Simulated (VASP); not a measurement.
# Ba (P6/mmm) in VASP: a series of runs

Runs on Ba. Level: PBEsol. Tasks: single point.

All numbers are computed with VASP 6.6.1; they aren't measurements. Logs are shortened: lines on timing, memory, paths and dates and some standing lists are left out, and cuts for length are marked.

### Step 1. The cell of the first run

It takes space group P6/mmm (No. 191, hexagonal). Conventional cell: a = 6.996 Å, b = 6.996 Å, c = 3.909 Å, α = 90.00°, β = 90.00°, γ = 120.00°. Within 5.1 Å of Ba (site symmetry -6m2) lie 5 Ba at 3.91 to 4.04 Å.

### Step 2. Single point, PBEsol

Input file INCAR:

```
SYSTEM = Ba
ALGO = Normal
EDIFF = 1E-6
ENCUT = 520
GGA = PS
ISIF = 2
ISMEAR = 1
LASPH = .TRUE.
LCHARG = .TRUE.
LELF = .TRUE.
LREAL = .FALSE.
LVHAR = .TRUE.
LWAVE = .FALSE.
NBANDS = 17
NELM = 100
PREC = Accurate
SIGMA = 0.05
```

Input file KPOINTS:

```
k-points
0
G
  4 4 6
  0 0 0
```

Input file POSCAR:

```
Ba
1.0
    6.9960700000      0.0000000000      0.0000000000
   -3.4980350000      6.0587743467      0.0000000000
    0.0000000000      0.0000000000      3.9093900000
Ba
2
Direct
    0.3333333333      0.6666666667      0.5000000000
    0.6666666667      0.3333333333      0.5000000000
```

Potentials or basis: VASP PAW PBE potentials, release 64 (Ba_sv).

Command:

```
$ cat potpaw_PBE.64/Ba_sv/POTCAR > POTCAR
$ mpirun -np 1 vasp_std > vasp.out
```

OUTCAR:

```text
SYSTEM = Ba
   EDIFF = 1E-6
   ENCUT = 520
   GGA = PS
   ISIF = 2
   ISMEAR = 1
   LASPH = .TRUE.
   LREAL = .FALSE.
   NELM = 100
   PREC = Accurate

 ion  position               nearest neighbor table
   1  0.333  0.667  0.500-   2 4.04   2 4.04   2 4.04
   2  0.667  0.333  0.500-   1 4.04   1 4.04   1 4.04

  LATTYP: Found a hexagonal cell.
 ALAT       =     6.9960700000
 C/A-ratio  =     0.5587980109

  Lattice vectors:

 A1 = (   6.9960700000,   0.0000000000,   0.0000000000)
 A2 = (  -3.4980350000,   6.0587743467,   0.0000000000)
 A3 = (   0.0000000000,   0.0000000000,   3.9093900000)

Analysis of symmetry for initial positions (statically):
=====================================================================
 Subroutine PRICEL returns:
 Original cell was already a primitive cell.

 Routine SETGRP: Setting up the symmetry group for a
 hexagonal supercell.

 Subroutine GETGRP returns: Found 24 space group operations
 (whereof 24 operations were pure point group operations)
 out of a pool of 24 trial point group operations.

The static configuration has the point symmetry D_6h.

Analysis of symmetry for dynamics (positions and initial velocities):
=====================================================================
 Subroutine PRICEL returns:
 Original cell was already a primitive cell.

 Routine SETGRP: Setting up the symmetry group for a
 hexagonal supercell.

 Subroutine GETGRP returns: Found 24 space group operations
 (whereof 24 operations were pure point group operations)
 out of a pool of 24 trial point group operations.

The dynamic configuration has the point symmetry D_6h.

 Subroutine INISYM returns: Found 24 space group operations
 (whereof 24 operations are pure point group operations),
 and found     1 'primitive' translations

----------------------------------------------------------------------------------------

                                     Primitive cell

  volume of cell :     165.7097

  direct lattice vectors                    reciprocal lattice vectors
     6.996070000  0.000000000  0.000000000     0.142937392  0.082524942  0.000000000
    -3.498035000  6.058774347  0.000000000     0.000000000  0.165049883  0.000000000
     0.000000000  0.000000000  3.909390000     0.000000000  0.000000000  0.255794382

  length of vectors
     6.996070000  6.996070000  3.909390000     0.165049883  0.165049883  0.255794382

  position of ions in fractional coordinates (direct lattice)
[... 69 lines left out ...]
   NELM   =    100;   NELMIN=  2; NELMDL= -5     # of ELM steps
   EDIFF  = 0.1E-05   stopping-criterion for ELM
   LREAL  =      F    real-space projection
   EDIFFG = 0.1E-04   stopping-criterion for IOM
   NSW    =      0    number of steps for IOM
   IBRION =     -1    ionic relax: 0-MD 1-quasi-New 2-CG
   NFREE  =      0    steps in history (QN), initial steepest desc. (CG)
   ISIF   =      2    stress and relaxation
   ISYM   =      2    0-nonsym 1-usesym 2-fastsym
   POTIM  = 0.5000    time-step for ionic-motion
   TEBEG  =    0.0;   TEEND  =   0.0 temperature during run
   PSTRESS=    0.0 pullay stress
   NELECT =      20.0000    total number of electrons
   NUPDOWN=      -1.0000    fix difference up-down
   EMIN   =  10.00;   EMAX   =-10.00  energy-range for DOS
   EFERMI =   0.00;   METHOD = LEGACY
   ISMEAR =     1;   SIGMA  =   0.05  broadening in eV -4-tet -1-fermi 0-gaus
   EFERMI_NEDOS =   21; number of points for ismear=-14 and -15
   IALGO  =     38    algorithm
   IMIX   =      4    mixing-type and parameters
     AMIX     =   0.40;   BMIX     =  1.00
     AMIX_MAG =   1.60;   BMIX_MAG =  1.00
  volume/ion in A,a.u.               =      82.85       559.13
  Fermi-wavevector in a.u.,A,eV,Ry     =   0.809038  1.528860  8.905588  0.654542
  Thomas-Fermi vector in A             =   1.917955
   LORBIT       =      0    0 simple, 1 ext, 2 COOP (PROOUT), +10 PAW based schemes
   GGA     = PS    functional components
   LHFCALC =     F    Hartree Fock is set to
   AEXX    =    0.0000 exact exchange contribution
   IVDW    =     0    specifies the selected vdW correction
   LEPSILON=     F    determine dielectric tensor
   LRPA    =     F    only Hartree local field effects (RPA)
 non-spin polarized calculation
 Methfessel and Paxton  Order N= 1 SIGMA  =   0.05
  energy-cutoff  :      520.00
  volume of cell :      165.71
 maximum number of plane-waves:      4475
 NGX is ok and might be reduce to    54
   NGX = 25   NGY = 25   NGZ = 15

 number of electron      20.0000003 magnetization

 Free energy of the ion-electron system (eV)
  ---------------------------------------------------
  ext. energy  EPLUGINS =         0.00000000
  ---------------------------------------------------
  free energy    TOTEN  =        -2.72394261 eV

  energy without entropy =       -2.72683817  energy(sigma->0) =       -2.72490779

 E-fermi :   0.4493     XC(G=0):  -6.4887

 val. band max:        0.4002814030   @ k =   0.2500   0.2500   0.5000
 cond. band min:       0.4764852407   @ k =   0.2500   0.0000   0.3333
 fundamental gap:      0.0762038377
 Fermi energy:         0.4493430099

 k-point     1 :       0.0000    0.0000    0.0000
  band No.  band energies     occupation
      1     -28.8202      2.00000
      2     -28.7512      2.00000
      3     -14.1879      2.00000
      4     -14.1879      2.00000
      5     -13.7948      2.00000
      6     -13.7948      2.00000
[... 297 lines left out ...]
      4     -14.2340      2.00000
      5     -14.1239      2.00000
      6     -13.9735      2.00000
[... 9 lines left out ...]
     16       3.0955      0.00000
     17       3.3275      0.00000

------------------------ aborting loop because EDIFF is reached ----------------------------------------

  FORCE on cell =-STRESS in cart. coord.  units (eV):
  Direction    XX          YY          ZZ          XY          YZ          ZX
  --------------------------------------------------------------------------------------
  -------------------------------------------------------------------------------------
  Total       -0.0304109     -0.0304109     -0.1903739      0.0000000      0.0000000      0.0000000
  in kB       -0.2940306     -0.2940306     -1.8406447      0.0000000      0.0000000      0.0000000
  external PRESSURE =      -0.8095686 kB  Pullay stress =       0.0000000 kB

 VOLUME and BASIS-vectors are now :
 -----------------------------------------------------------------------------
  energy-cutoff  :      520.00
  volume of cell :      165.71
      direct lattice vectors                 reciprocal lattice vectors
     6.996070000  0.000000000  0.000000000     0.142937392  0.082524942  0.000000000
    -3.498035000  6.058774347  0.000000000     0.000000000  0.165049883  0.000000000
     0.000000000  0.000000000  3.909390000     0.000000000  0.000000000  0.255794382

 POSITION                                       TOTAL-FORCE (eV/Angst)
 -----------------------------------------------------------------------------------
     -0.00000      4.03918      1.95470        -0.000000      0.000000     -0.000000
      3.49804      2.01959      1.95470         0.000000     -0.000000      0.000000
 -----------------------------------------------------------------------------------
    total drift:                               -0.000000      0.000000     -0.000000

  FREE ENERGIE OF THE ION-ELECTRON SYSTEM (eV)
  ---------------------------------------------------
  free  energy   TOTEN  =        -2.7239426052 eV

  energy  without entropy=       -2.7268381659  energy(sigma->0) =       -2.72490779
```

stdout:

```text
POSCAR found type information on POSCAR Ba
 POSCAR found :  1 types and       2 ions
 scaLAPACK will be used
 -----------------------------------------------------------------------------
|                                                                             |
|                                                                             |
|     You enforced a specific xc type in the INCAR file but a different       |
|     I HOPE YOU KNOW WHAT YOU ARE DOING!                                     |
|                                                                             |
 -----------------------------------------------------------------------------

 LDA part: xc-table for (Slater+PW92), standard interpolation
 POSCAR, INCAR and KPOINTS ok, starting setup
 FFT: planning ... GRIDC
 FFT: planning ... GRID_SOFT
 FFT: planning ... GRID
 WAVECAR not read
 entering main loop
```

Run time: 24 s. Hardware: 1 thread of Intel Xeon 6975P-C (Granite Rapids), shared host; peak memory 0.27 GiB.

What came out:

| Property | Result |
| --- | --- |
| Free energy | -2.7239 eV |
| Pressure | -0.1 GPa |
| Band gap on the k mesh | zero (band 10 reaches 1.04 eV, above the bottom of band 11 at 0.23 eV) |

Caveat: the PAW data sets were made with another functional, which shifts forces and pressure a little; spin-orbit coupling is left out, which moves the levels of the heavy elements.

### Step 3. Single point, PBEsol

Input file INCAR:

```
SYSTEM = Ba
PREC = Accurate ; ENCUT = 520
EDIFF = 1E-6 ; ISMEAR = 1
SIGMA = 0.05 ; LREAL = .False.
LASPH = .True. ; NELM = 60
ALGO = Normal ; ISIF = 2
LWAVE = .False. ; LCHARG = .False.
GGA = PS ; NBANDS = 17
```

Input file KPOINTS:

```
regular mesh
0
Gamma
  5 5 7
  0 0 0
```

POSCAR is that of step 2.

Potentials or basis: VASP PAW PBE potentials, release 64 (Ba_sv).

Command:

```
$ cat potpaw_PBE.64/Ba_sv/POTCAR > POTCAR
$ mpirun -np 1 vasp_std > vasp.out
```

Run time: 27 s. Hardware: 1 thread of Intel Xeon 6975P-C (Granite Rapids), shared host; peak memory 0.29 GiB.

Results (log left out):

```
Free energy            : -2.7270 eV
Pressure               : -0.1 GPa
Band gap on the k mesh : zero (band 10 reaches 0.94 eV, above the bottom of band 11 at 0.19 eV)
```

Stress tensor (GPa, compression positive):
```
 0.05  0.00  0.00
 0.00  0.05  0.00
 0.00  0.00 -0.44
```

Levels at points of the mesh, in eV from the Fermi level:
```tsv
k point	band 8	band 9	band 10	band 11	band 12	band 13
(0.00, 0.00, 0.00)	-13.91	-2.23	0.11	0.27	0.74	0.74
```

Caveat: the PAW data sets were made with another functional, which shifts forces and pressure a little; spin-orbit coupling is left out, which moves the levels of the heavy elements.
